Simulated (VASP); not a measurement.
A run of VASP 6.6.1 is set up as follows.

INCAR

```
SYSTEM = BN
  PREC = Accurate
  ENCUT = 520
  EDIFF = 1E-7
  ISMEAR = 0
  SIGMA = 0.05
  LREAL = .FALSE.
  LASPH = .TRUE.
  NELM = 80
  ALGO = Normal
  ISIF = 2
  LWAVE = .FALSE.
  LCHARG = .FALSE.
  GGA = PE
  NBANDS = 16
```

Contents of KPOINTS:

```
Automatic mesh
0
G
  12 12 6
  0 0 0
```

The input POSCAR:

```
BN
1.0
    2.4013052904      0.0000000000      0.0000000000
   -1.2006526452      2.0795913837      0.0000000000
    0.0000000000      0.0000000000      4.2245145363
B N
2 2
Direct
    0.6666666667      0.3333333333      0.9998058548
    0.3333333333      0.6666666667      0.4998058548
    0.6666666667      0.3333333333      0.6251941452
    0.3333333333      0.6666666667      0.1251941452
```

Potentials or basis: VASP PAW PBE potentials, release 64 (B, N).

Command:

```console
$ cat potpaw_PBE.64/B/POTCAR potpaw_PBE.64/N/POTCAR > POTCAR
$ mpirun -np 1 vasp_std > vasp.out
```

(1) What does it give for the largest force?

(2) Predict the pressure.

## Answers

(1) 0.404 eV/Å.

(2) 60.3 GPa.

Caveat: the cell differs from its parent crystal (strain -0.0600 x Voigt [1, 1, 0, 0, 0, 0]).
